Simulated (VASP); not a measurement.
Si, 4 atoms in the cell. It takes space group P6_3/mmc (No. 194, hexagonal). The conventional cell has a = 3.831 Å, b = 3.831 Å, c = 6.333 Å, α = 90.00°, β = 90.00°, γ = 120.00°. Within 3.1 Å of Si (site symmetry 3m) lie 4 Si at 2.35 to 2.37 Å. 

- Program: VASP 6.6.1
- Task: relaxation of cell and atoms
- Functional: PBEsol
- Dispersion: D3(BJ)
- Potentials or basis: VASP PAW PBE potentials, release 64 (Si)
- Cutoff: 600 eV
- k mesh: 8 × 8 × 4
- Occupations: fermi-dirac, width 0.05 eV
- Spin: no spin polarisation
- Dipole correction: no
- Further INCAR settings: ALGO = Normal; EDIFF = 1e-06; IBRION = 2; EDIFFG = -0.01; NSW = 60; ISIF = 3

Potentials or basis: VASP PAW PBE potentials, release 64 (Si).

Command:

```bash
$ cat potpaw_PBE.64/Si/POTCAR > POTCAR
$ mpirun -np 1 vasp_std > vasp.out
```

Hardware: 1 thread of Intel(R) Xeon(R) 6975P-C (Granite Rapids), with other jobs on the host.

How long does it take, and how much memory?

It took 36 s on 1 thread of Intel(R) Xeon(R) 6975P-C (Granite Rapids), on a shared host, peak memory 0.23 GiB. Counts: scf iterations 25, k points 30, ion steps 3.
